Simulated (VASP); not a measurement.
SiSn2, 3 atoms in the cell. Symmetry: Fmmm, No. 69, orthorhombic system. Conventional cell: a = 4.673 Å, b = 5.152 Å, c = 12.087 Å, α = 90.00°, β = 90.00°, γ = 90.00°. Within 3.8 Å of Si (site symmetry mmm) lie 8 Sn at 2.88 to 3.08 Å and 4 Si at 3.48 Å. Within 3.8 Å of Sn (site symmetry mm2) lie 4 Si at 2.88 to 3.08 Å and 9 Sn at 3.36 to 3.72 Å. 

- Program: VASP 6.6.1
- Task: single point
- Functional: PBE
- Potentials or basis: VASP PAW PBE potentials, release 64 (Si, Sn_d)
- Cutoff: 520 eV
- k mesh: 6 × 6 × 6
- Occupations: gaussian, width 0.1 eV
- Spin: no spin polarisation
- Dipole correction: no
- Further INCAR settings: ALGO = Fast; EDIFF = 1e-06; NBANDS = 23

Potentials or basis: VASP PAW PBE potentials, release 64 (Si, Sn_d).

Launch:

```console
$ cat potpaw_PBE.64/Si/POTCAR potpaw_PBE.64/Sn_d/POTCAR > POTCAR
$ mpirun -np 1 vasp_std > vasp.out
```

Hardware: 1 thread of Intel(R) Xeon(R) Platinum 8488C (Sapphire Rapids), on a shared host.

**Question.** How long does it take, and how much memory?

**Answer.** Wall time 84 s on 1 thread of Intel(R) Xeon(R) Platinum 8488C (Sapphire Rapids) (shared host), peak memory 0.27 GiB. Counts: scf iterations 15, k points 46.
